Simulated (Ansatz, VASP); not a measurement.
**One calculation of SnO, two programs**

INCAR

```
  PREC = Accurate
  ENCUT = 520
  EDIFF = 1E-6
  ISMEAR = 0
  SIGMA = 0.05
  LREAL = False
  LASPH = True
  NELM = 100
  ALGO = Normal
  ISIF = 2
  LWAVE = False
  LCHARG = False
  GGA = PS
  NBANDS = 50
```

KPOINTS

```
regular mesh
0
Gamma
  7 8 3
```

File POSCAR:

```
SnO
1.0
    0.0000000000      0.0000000000     -3.8941645687
   -3.3156086772      0.0000000000      0.0000000000
   -0.6631217354     11.4100010796      0.0000000000
Sn O
4 4
Direct
    0.4738257379     -0.1733788122      0.8668940608
    0.4738257379     -0.0733788122      0.3668940608
    0.9738257379      0.4733788122      0.1331059392
    0.9738257379      0.3733788122      0.6331059392
    0.2761732621     -0.0385356630      0.1926783149
    0.2761732621     -0.1385356630      0.6926783149
    0.7761732621      0.3385356630      0.8073216851
    0.7761732621      0.4385356630      0.3073216851
```

Input for Ansatz:

```yaml
crystal:
  lattice:
    - [0.0, 0.0, -3.8941645687]
    - [-3.3156086772, 0.0, 0.0]
    - [-0.6631217354, 11.4100010796, 0.0]
  atoms:
    - { symbol: Sn, position: [0.4738257379, -0.1733788122, 0.8668940608] }
    - { symbol: Sn, position: [0.4738257379, -0.0733788122, 0.3668940608] }
    - { symbol: Sn, position: [0.9738257379, 0.4733788122, 0.1331059392] }
    - { symbol: Sn, position: [0.9738257379, 0.3733788122, 0.6331059392] }
    - { symbol: O, position: [0.2761732621, -0.038535663, 0.1926783149] }
    - { symbol: O, position: [0.2761732621, -0.138535663, 0.6926783149] }
    - { symbol: O, position: [0.7761732621, 0.338535663, 0.8073216851] }
    - { symbol: O, position: [0.7761732621, 0.438535663, 0.3073216851] }
basis:
  ecutwfc: 420
kpoints:
  mp_grid: { grid: [7, 8, 3] }
hamiltonian:
  xc: pbesol
scf:
  occupations: { method: gaussian, width: 0.05 }
output:
  forces: true
  stress: true
  eigenvalues: true
```

Alike in both runs: task single point; functional PBEsol; k mesh 7 × 8 × 3; occupations gaussian, width 0.05 eV; no spin polarisation.

|  | VASP | Ansatz |
| --- | --- | --- |
| version | VASP 6.6.1 | Ansatz 0.2.0 |
| potentials or method | VASP PAW PBE potentials, release 64 (Sn_d, O), cutoff 520 eV | scalar-relativistic, plane waves, PAW |
| valence electrons in the cell | 80 | 80 |

|  | VASP | Ansatz | Ansatz less VASP |
| --- | --- | --- | --- |
| gap on the k mesh at the Fermi level (eV) | 1.22 | 1.23 | +0.010 |
| least direct gap on the mesh (eV) | 1.59 | 1.60 | +0.012 |
| pressure (GPa) | 0.3 | 0.1 | -0.24 |
| traceless stress, the component that is largest in VASP (GPa) | 0.13 | 0.13 | +0.002 |
| rms of the force components (eV/Å) | 0.041 | 0.026 | -0.0156 |

VASP's potentials were made for PBE, not for PBEsol. Atom by atom the forces differ by 0.036 eV/Å (rms over components).
